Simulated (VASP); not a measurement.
# Cu2O in VASP: further runs

The runs below take Cu2O through relaxation of the atoms, with PBE.

All numbers are computed with VASP 6.6.1; they aren't measurements. Logs are shortened: lines on timing, memory, paths and dates and some standing lists are left out, and cuts for length are marked.

## 1. The cell of the first run

Symmetry: Pn-3m, No. 224, cubic system. Conventional cell: a = 4.297 Å, b = 4.297 Å, c = 4.297 Å, α = 90.00°, β = 90.00°, γ = 90.00°. Cu (site symmetry -3m) has 2 O at 1.86 Å within 2.5 Å. Within 2.5 Å of O (site symmetry -43m) lie 4 Cu at 1.86 Å.

## 2. Relaxation of the atoms, PBE (13.22 Å³/atom)

The input, INCAR:

```
SYSTEM = Cu2O
ALGO = Normal
EDIFF = 1E-7
EDIFFG = -0.02
ENCUT = 520
GGA = PE
GGA_COMPAT = .FALSE.
IBRION = 2
ISIF = 2
ISMEAR = -1
LASPH = .TRUE.
LCHARG = .FALSE.
LREAL = .FALSE.
LWAVE = .FALSE.
NELM = 120
NELMIN = 4
NSW = 80
PREC = Accurate
SIGMA = 0.02
```

The input, KPOINTS:

```
k-points
0
G
  7 7 7
  0 0 0
```

The input, POSCAR:

```
Cu2O
1.0
    4.2967690358      0.0000000000      0.0000000000
    0.0000000000      4.2967690358      0.0000000000
    0.0000000000      0.0000000000      4.2967690358
Cu O
4 2
Direct
    0.2500000000      0.2500000000      0.2500000000
    0.2500000000      0.7500000000      0.7500000000
    0.7500000000      0.7500000000      0.2500000000
    0.7500000000      0.2500000000      0.7500000000
    0.0000000000      0.0000000000      0.0000000000
    0.5000000000      0.5000000000      0.5000000000
```

Potentials or basis: VASP PAW PBE potentials, release 64 (Cu, O).

Started as:

```
$ cat potpaw_PBE.64/Cu/POTCAR potpaw_PBE.64/O/POTCAR > POTCAR
$ mpirun -np 1 vasp_std > vasp.out
```

OUTCAR:

```text
SYSTEM = Cu2O
   EDIFF = 1E-7
   EDIFFG = -0.02
   ENCUT = 520
   GGA = PE
   IBRION = 2
   ISIF = 2
   ISMEAR = -1
   LASPH = .TRUE.
   LREAL = .FALSE.
   NELM = 120
   NELMIN = 4
   NSW = 80
   PREC = Accurate

 ion  position               nearest neighbor table
   1  0.250  0.250  0.250-   5 1.86   6 1.86
   2  0.250  0.750  0.750-   5 1.86   6 1.86
   3  0.750  0.750  0.250-   5 1.86   6 1.86
   4  0.750  0.250  0.750-   5 1.86   6 1.86
   5  0.000  0.000  0.000-   1 1.86   2 1.86   3 1.86   4 1.86
   6  0.500  0.500  0.500-   1 1.86   2 1.86   3 1.86   4 1.86

  LATTYP: Found a simple cubic cell.
 ALAT       =     4.2967690358

  Lattice vectors:

 A1 = (   4.2967690358,   0.0000000000,   0.0000000000)
 A2 = (   0.0000000000,   4.2967690358,   0.0000000000)
 A3 = (   0.0000000000,   0.0000000000,   4.2967690358)

Analysis of symmetry for initial positions (statically):
=====================================================================
 Subroutine PRICEL returns:
 Original cell was already a primitive cell.

 Routine SETGRP: Setting up the symmetry group for a
 simple cubic supercell.

 Subroutine GETGRP returns: Found 48 space group operations
 (whereof 24 operations were pure point group operations)
 out of a pool of 48 trial point group operations.

The static configuration has the point symmetry T_d .
 The point group associated with its full space group is O_h .

Analysis of symmetry for dynamics (positions and initial velocities):
=====================================================================
 Subroutine PRICEL returns:
 Original cell was already a primitive cell.

 Routine SETGRP: Setting up the symmetry group for a
 simple cubic supercell.

 Subroutine GETGRP returns: Found 48 space group operations
 (whereof 24 operations were pure point group operations)
 out of a pool of 48 trial point group operations.

The dynamic configuration has the point symmetry T_d .
 The point group associated with its full space group is O_h .

 Subroutine INISYM returns: Found 48 space group operations
 (whereof 24 operations are pure point group operations),
 and found     1 'primitive' translations

----------------------------------------------------------------------------------------

                                     Primitive cell

  volume of cell :      79.3279

  direct lattice vectors                    reciprocal lattice vectors
     4.296769036  0.000000000  0.000000000     0.232733012  0.000000000  0.000000000
     0.000000000  4.296769036  0.000000000     0.000000000  0.232733012  0.000000000
     0.000000000  0.000000000  4.296769036     0.000000000  0.000000000  0.232733012

  length of vectors
     4.296769036  4.296769036  4.296769036     0.232733012  0.232733012  0.232733012

  position of ions in fractional coordinates (direct lattice)
     0.250000000  0.250000000  0.250000000
     0.250000000  0.750000000  0.750000000
     0.750000000  0.750000000  0.250000000
     0.750000000  0.250000000  0.750000000
     0.000000000  0.000000000  0.000000000
     0.500000000  0.500000000  0.500000000

  ion indices of the primitive-cell ions
   primitive index   ion index
                 1           1
                 2           2
                 3           3
                 4           4
                 5           5
                 6           6

----------------------------------------------------------------------------------------

 KPOINTS: k-points

Automatic generation of k-mesh.
 Grid dimensions read from file:
 generate k-points for:    7    7    7

 Generating k-lattice:

  Cartesian coordinates                     Fractional coordinates (reciprocal lattice)
     0.033247573  0.000000000  0.000000000     0.142857143  0.000000000  0.000000000
     0.000000000  0.033247573  0.000000000     0.000000000  0.142857143  0.000000000
     0.000000000  0.000000000  0.033247573     0.000000000  0.000000000  0.142857143

  Length of vectors
     0.033247573  0.033247573  0.033247573

  Shift w.r.t. Gamma in fractional coordinates (k-lattice)
     0.000000000  0.000000000  0.000000000

 Subroutine IBZKPT returns following result:
 ===========================================

 Found     20 irreducible k-points:

 Following reciprocal coordinates:
            Coordinates               Weight
  0.000000  0.000000  0.000000      1.000000
  0.142857  0.000000  0.000000      6.000000
  0.285714  0.000000  0.000000      6.000000
  0.428571  0.000000  0.000000      6.000000
  0.142857  0.142857  0.000000     12.000000
  0.285714  0.142857  0.000000     24.000000
[... 12 lines left out ...]
  0.428571  0.428571  0.285714     24.000000
  0.428571  0.428571  0.428571      8.000000
   k-points           NKPTS =     20   k-points in BZ     NKDIM =     20   number of bands    NBANDS=     33
   number of dos      NEDOS =    301   number of ions     NIONS =      6
   total plane-waves  NPLWV =  32768
   dimension x,y,z NGX =    32 NGY =   32 NGZ =   32
   dimension x,y,z NGXF=    64 NGYF=   64 NGZF=   64
   ions per type =               4   2
   NGX,Y,Z   is equivalent  to a cutoff of  12.38, 12.38, 12.38 a.u.
   NGXF,Y,Z  is equivalent  to a cutoff of  24.76, 24.76, 24.76 a.u.
 SYSTEM =  Cu2O
   PREC   = accura    normal or accurate (medium, high low for compatibility)
   ISTART =      0    job   : 0-new  1-cont  2-samecut
   ICHARG =      2    charge: 1-file 2-atom 10-const
   ISPIN  =      1    spin polarized calculation?
   LNONCOLLINEAR =      F non collinear calculations
   LSORBIT =      F    spin-orbit coupling
   LASPH  =      T    aspherical Exc in radial PAW
   ENCUT  =  520.0 eV  38.22 Ry    6.18 a.u.   7.99  7.99  7.99*2*pi/ulx,y,z
   NELM   =    120;   NELMIN=  4; NELMDL= -5     # of ELM steps
   EDIFF  = 0.1E-06   stopping-criterion for ELM
   LREAL  =      F    real-space projection
   EDIFFG = -.2E-01   stopping-criterion for IOM
   NSW    =     80    number of steps for IOM
   IBRION =      2    ionic relax: 0-MD 1-quasi-New 2-CG
   NFREE  =      1    steps in history (QN), initial steepest desc. (CG)
   ISIF   =      2    stress and relaxation
   ISYM   =      2    0-nonsym 1-usesym 2-fastsym
   POTIM  = 0.5000    time-step for ionic-motion
   TEBEG  =    0.0;   TEEND  =   0.0 temperature during run
   PSTRESS=    0.0 pullay stress
   NELECT =      56.0000    total number of electrons
   NUPDOWN=      -1.0000    fix difference up-down
   EMIN   =  10.00;   EMAX   =-10.00  energy-range for DOS
   EFERMI =   0.00;   METHOD = LEGACY
   ISMEAR =    -1;   SIGMA  =   0.02  broadening in eV -4-tet -1-fermi 0-gaus
   EFERMI_NEDOS =   21; number of points for ismear=-14 and -15
   IALGO  =     38    algorithm
   IMIX   =      4    mixing-type and parameters
     AMIX     =   0.40;   BMIX     =  1.00
     AMIX_MAG =   1.60;   BMIX_MAG =  1.00
  volume/ion in A,a.u.               =      13.22        89.22
  Fermi-wavevector in a.u.,A,eV,Ry     =   1.457680  2.754616 28.910076  2.124831
  Thomas-Fermi vector in A             =   2.574453
   LORBIT       =      0    0 simple, 1 ext, 2 COOP (PROOUT), +10 PAW based schemes
   GGA     = PE    functional components
   LHFCALC =     F    Hartree Fock is set to
   AEXX    =    0.0000 exact exchange contribution
   IVDW    =     0    specifies the selected vdW correction
   LEPSILON=     F    determine dielectric tensor
   LRPA    =     F    only Hartree local field effects (RPA)
 conjugate gradient relaxation of ions
 non-spin polarized calculation
  energy-cutoff  :      520.00
  volume of cell :       79.33
 maximum number of plane-waves:      2164
 NGX is ok and might be reduce to    32
   NGX = 15   NGY = 15   NGZ = 15

 number of electron      56.0000012 magnetization

 Free energy of the ion-electron system (eV)
  ---------------------------------------------------
  ext. energy  EPLUGINS =         0.00000000
  ---------------------------------------------------
  free energy    TOTEN  =       -27.28655364 eV

  energy without entropy =      -27.28655360  energy(sigma->0) =      -27.28655362

 E-fermi :   4.7429     XC(G=0): -10.9072

 val. band max:        4.4873897325   @ k =   0.0000   0.0000   0.0000
 cond. band min:       4.9698263655   @ k =   0.0000   0.0000   0.0000
 fundamental gap:      0.4824366330
 Fermi energy:         4.7429322177

 k-point     1 :       0.0000    0.0000    0.0000
  band No.  band energies     occupation
      1     -15.4611      2.00000
      2     -14.7712      2.00000
      3      -2.5399      2.00000
      4      -2.5399      2.00000
      5      -2.5399      2.00000
      6      -0.2151      2.00000
[... 25 lines left out ...]
     32      12.2830      0.00000
     33      12.2830      0.00000

 k-point     2 :       0.1429    0.0000    0.0000
  band No.  band energies     occupation
      1     -15.4263      2.00000
      2     -14.8047      2.00000
      3      -2.4921      2.00000
      4      -2.4665      2.00000
      5      -2.4665      2.00000
      6      -0.6736      2.00000
[... 25 lines left out ...]
     32      11.9073      0.00000
     33      12.1887      0.00000

 k-point     3 :       0.2857    0.0000    0.0000
  band No.  band energies     occupation
      1     -15.3292      2.00000
      2     -14.8984      2.00000
      3      -2.3428      2.00000
      4      -2.2622      2.00000
      5      -2.2622      2.00000
      6      -1.2069      2.00000
[... 25 lines left out ...]
     32      11.0356      0.00000
     33      11.9286      0.00000

 k-point     4 :       0.4286    0.0000    0.0000
  band No.  band energies     occupation
      1     -15.1893      2.00000
      2     -15.0356      2.00000
      3      -2.0794      2.00000
      4      -2.0054      2.00000
      5      -2.0054      2.00000
      6      -1.6952      2.00000
[... 529 lines left out ...]
     32       8.7907      0.00000
     33       9.0728      0.00000

 k-point    19 :       0.4286    0.4286    0.2857
  band No.  band energies     occupation
      1     -15.2463      2.00000
      2     -14.9134      2.00000
      3      -2.5226      2.00000
      4      -2.5043      2.00000
      5      -2.2332      2.00000
      6      -1.1045      2.00000
[... 25 lines left out ...]
     32       8.3056      0.00000
     33       9.4704      0.00000

 k-point    20 :       0.4286    0.4286    0.4286
  band No.  band energies     occupation
      1     -15.2799      2.00000
      2     -14.8645      2.00000
      3      -2.4539      2.00000
      4      -2.4392      2.00000
      5      -2.4392      2.00000
      6      -1.0310      2.00000
[... 25 lines left out ...]
     32       8.9628      0.00000
     33       9.2780      0.00000

------------------------ aborting loop because EDIFF is reached ----------------------------------------

  FORCE on cell =-STRESS in cart. coord.  units (eV):
  Direction    XX          YY          ZZ          XY          YZ          ZX
  --------------------------------------------------------------------------------------
  -------------------------------------------------------------------------------------
  Total        0.4103236      0.4103236      0.4103236     -0.0000000     -0.0000000     -0.0000000
  in kB        8.2872607      8.2872607      8.2872607     -0.0000000     -0.0000000     -0.0000000
  external PRESSURE =       8.2872607 kB  Pullay stress =       0.0000000 kB

 VOLUME and BASIS-vectors are now :
 -----------------------------------------------------------------------------
  energy-cutoff  :      520.00
  volume of cell :       79.33
      direct lattice vectors                 reciprocal lattice vectors
     4.296769036  0.000000000  0.000000000     0.232733012  0.000000000  0.000000000
     0.000000000  4.296769036  0.000000000     0.000000000  0.232733012  0.000000000
     0.000000000  0.000000000  4.296769036     0.000000000  0.000000000  0.232733012

 POSITION                                       TOTAL-FORCE (eV/Angst)
 -----------------------------------------------------------------------------------
      1.07419      1.07419      1.07419         0.000000      0.000000     -0.000000
      1.07419      3.22258      3.22258         0.000000     -0.000000      0.000000
      3.22258      3.22258      1.07419        -0.000000      0.000000      0.000000
      3.22258      1.07419      3.22258        -0.000000     -0.000000      0.000000
      0.00000      0.00000      0.00000        -0.000000     -0.000000      0.000000
      2.14838      2.14838      2.14838        -0.000000     -0.000000      0.000000
 -----------------------------------------------------------------------------------
    total drift:                               -0.000000      0.000000      0.000000

  FREE ENERGIE OF THE ION-ELECTRON SYSTEM (eV)
  ---------------------------------------------------
  free  energy   TOTEN  =       -27.2865536364 eV

  energy  without entropy=      -27.2865535992  energy(sigma->0) =      -27.28655362

 reached required accuracy - stopping structural energy minimisation
```

Wall time 64 s (1 thread of Intel Xeon 8259CL, shared host); peak memory 0.2 GiB.

Results:

| Item | Value |
| --- | --- |
| Free energy | -27.2866 eV |
| Pressure after relaxing | 0.8 GPa |
| Band gap on the k mesh | 0.48 eV |

Final structure:
```xyz
6
Lattice="4.2968 0.0000 0.0000 0.0000 4.2968 0.0000 0.0000 0.0000 4.2968" Properties=species:S:1:pos:R:3 pbc="T T T"
Cu    1.0742    1.0742    1.0742
Cu    1.0742    3.2226    3.2226
Cu    3.2226    3.2226    1.0742
Cu    3.2226    1.0742    3.2226
O     0.0000    0.0000    0.0000
O     2.1484    2.1484    2.1484
```

Levels at points of the mesh, in eV from the valence-band top:
```tsv
k point	band 25	band 26	band 27	band 28	band 29	band 30	band 31	band 32
(0.00, 0.00, 0.00)	-1.51	0.00	0.00	0.00	0.48	1.34	1.34	7.80
```

Caveat: the relaxation stopped at its first step, so nothing moved; an odd mesh through Γ misses points on the zone boundary, where band edges can lie.

## 3. Relaxation of the atoms, PBE

This run uses another cell than the first one, of 12.96 Å³/atom.

The input, INCAR:

```
SYSTEM = Cu2O
PREC = Accurate
ENCUT = 520
EDIFF = 1E-7
ISMEAR = -1
SIGMA = 0.02
LREAL = .False.
LASPH = .True.
NELM = 120
ALGO = Normal
ISIF = 2
LWAVE = .False.
LCHARG = .False.
GGA = PE
IBRION = 2
NSW = 80
EDIFFG = -0.02
GGA_COMPAT = .False.
NELMIN = 4
```

The input, KPOINTS:

```
regular mesh
0
Gamma
  7 7 7
  0 0 0
```

POSCAR, as its differences from that of step 2:

```diff
@@ -2,5 +2,5 @@
 1.0
-    4.2967690358      0.0000000000      0.0000000000
-    0.0000000000      4.2967690358      0.0000000000
-    0.0000000000      0.0000000000      4.2967690358
+    4.2685000000      0.0000000000      0.0000000000
+    0.0000000000      4.2685000000      0.0000000000
+    0.0000000000      0.0000000000      4.2685000000
 Cu O
```

Potentials or basis: VASP PAW PBE potentials, release 64 (Cu, O).

Started as:

```
$ cat potpaw_PBE.64/Cu/POTCAR potpaw_PBE.64/O/POTCAR > POTCAR
$ mpirun -np 1 vasp_std > vasp.out
```

It took 60 s on 1 thread of Intel Xeon 8259CL, shared host; peak memory 0.2 GiB.

Results (log left out):

* Free energy: -27.2654 eV
* Pressure after relaxing: 3.2 GPa
* Band gap on the k mesh: 0.53 eV

Final structure:
```
Cu O
1.0
     4.26850    0.00000    0.00000
     0.00000    4.26850    0.00000
     0.00000    0.00000    4.26850
Cu O
4 2
Direct
  0.25000 0.25000 0.25000
  0.25000 0.75000 0.75000
  0.75000 0.75000 0.25000
  0.75000 0.25000 0.75000
  0.00000 0.00000 0.00000
  0.50000 0.50000 0.50000
```

Levels at points of the mesh, in eV from the valence-band top:
| k point | band 24 | band 25 | band 26 | band 27 | band 28 | band 29 | band 30 | band 31 | band 32 | band 33 |
| --- | --- | --- | --- | --- | --- | --- | --- | --- | --- | --- |
| (0.00, 0.00, 0.00) | -1.56 | -1.56 | 0.00 | 0.00 | 0.00 | 0.53 | 1.27 | 1.27 | 7.92 | 7.92 |

Caveat: the relaxation stopped at its first step, so nothing moved; an odd mesh through Γ misses points on the zone boundary, where band edges can lie.

## 4. Relaxation of the atoms, PBE (13.74 Å³/atom)

This run uses another cell than the first one, of 13.74 Å³/atom.

The input, INCAR:

```
PREC = Accurate
ENCUT = 520
EDIFF = 1E-7
ISMEAR = -1
SIGMA = 0.02
LREAL = F
LASPH = T
NELM = 120
ALGO = Normal
ISIF = 2
LWAVE = F
LCHARG = F
GGA = PE
IBRION = 2
NSW = 80
EDIFFG = -0.02
GGA_COMPAT = F
NELMIN = 4
```

The input, KPOINTS:

```
regular mesh
0
Gamma
  7 7 7
```

POSCAR, as its differences from that of step 3:

```diff
@@ -2,5 +2,5 @@
 1.0
-    4.2685000000      0.0000000000      0.0000000000
-    0.0000000000      4.2685000000      0.0000000000
-    0.0000000000      0.0000000000      4.2685000000
+    4.3522173325      0.0000000000      0.0000000000
+    0.0000000000      4.3522173325      0.0000000000
+    0.0000000000      0.0000000000      4.3522173325
 Cu O
```

Started as:

```
$ cat potpaw_PBE.64/Cu/POTCAR potpaw_PBE.64/O/POTCAR > POTCAR
$ mpirun -np 1 vasp_std > vasp.out
```

Wall time 57 s (1 thread of Intel Xeon Platinum 8488C (Sapphire Rapids), shared host); peak memory 0.2 GiB.

It converged, with:

| Quantity | Value |
| --- | --- |
| Free energy | -27.2655 eV |
| Pressure after relaxing | -3.2 GPa |
| Band gap on the k mesh | 0.40 eV |

Final structure:
```
Cu O
1.0
     4.35222    0.00000    0.00000
     0.00000    4.35222    0.00000
     0.00000    0.00000    4.35222
Cu O
4 2
Direct
  0.25000 0.25000 0.25000
  0.25000 0.75000 0.75000
  0.75000 0.75000 0.25000
  0.75000 0.25000 0.75000
  0.00000 0.00000 0.00000
  0.50000 0.50000 0.50000
```

Levels at points of the mesh, in eV from the valence-band top:
```tsv
k point	band 26	band 27	band 28	band 29	band 30	band 31
(0.00, 0.00, 0.00)	0.00	0.00	0.00	0.40	1.47	1.47
```

Caveat: the relaxation stopped at its first step, so nothing moved; an odd mesh through Γ misses points on the zone boundary, where band edges can lie.

## 5. Relaxation of the atoms, PBE (z stretched by +2 %)

The input, INCAR:

```
SYSTEM = Cu2O
PREC = Accurate
ENCUT = 520
EDIFF = 1E-7
ISMEAR = -1
SIGMA = 0.02
LREAL = .FALSE.
LASPH = .TRUE.
NELM = 120
ALGO = Normal
ISIF = 2
LWAVE = .FALSE.
LCHARG = .FALSE.
GGA = PE
IBRION = 2
NSW = 80
EDIFFG = -0.02
GGA_COMPAT = .FALSE.
NELMIN = 4
```

The input, KPOINTS:

```
regular mesh
0
G
  7 7 7
  0 0 0
```

POSCAR, as its differences from that of step 4:

```diff
@@ -2,5 +2,5 @@
 1.0
-    4.3522173325      0.0000000000      0.0000000000
-    0.0000000000      4.3522173325      0.0000000000
-    0.0000000000      0.0000000000      4.3522173325
+    4.2685000000      0.0000000000      0.0000000000
+    0.0000000000      4.2685000000      0.0000000000
+    0.0000000000      0.0000000000      4.3538700000
 Cu O
```

Started as:

```
$ cat potpaw_PBE.64/Cu/POTCAR potpaw_PBE.64/O/POTCAR > POTCAR
$ mpirun -np 1 vasp_std > vasp.out
```

Run time: 77 s. Hardware: 1 thread of Intel Xeon Platinum 8259CL at 2.50GHz (Skylake/Cascade Lake), shared host; peak memory 0.23 GiB.

Results (log left out):

```yaml
Free_energy: -27.2855 eV
Pressure_after_relaxing: 0.9 GPa
Band_gap_on_the_k_mesh: 0.47 eV
```

Stress tensor (GPa, compression positive):
```
0.97 0.00 0.00
0.00 0.97 0.00
0.00 0.00 0.62
```

Final structure:
```
Cu O
1.0
     4.26850    0.00000    0.00000
     0.00000    4.26850    0.00000
     0.00000    0.00000    4.35387
Cu O
4 2
Direct
  0.25000 0.25000 0.25000
  0.25000 0.75000 0.75000
  0.75000 0.75000 0.25000
  0.75000 0.25000 0.75000
  0.00000 0.00000 0.00000
  0.50000 0.50000 0.50000
```

Levels at points of the mesh, in eV from the valence-band top:
```tsv
k point	band 24	band 25	band 26	band 27	band 28	band 29	band 30	band 31	band 32	band 33
(0.00, 0.00, 0.00)	-1.52	-1.52	-0.05	0.00	0.00	0.47	1.24	1.41	7.60	7.87
```

Caveat: the cell differs from its parent crystal (z stretched by +2 %); the relaxation stopped at its first step, so nothing moved; an odd mesh through Γ misses points on the zone boundary, where band edges can lie.

(Continued in part 2 of 2.)
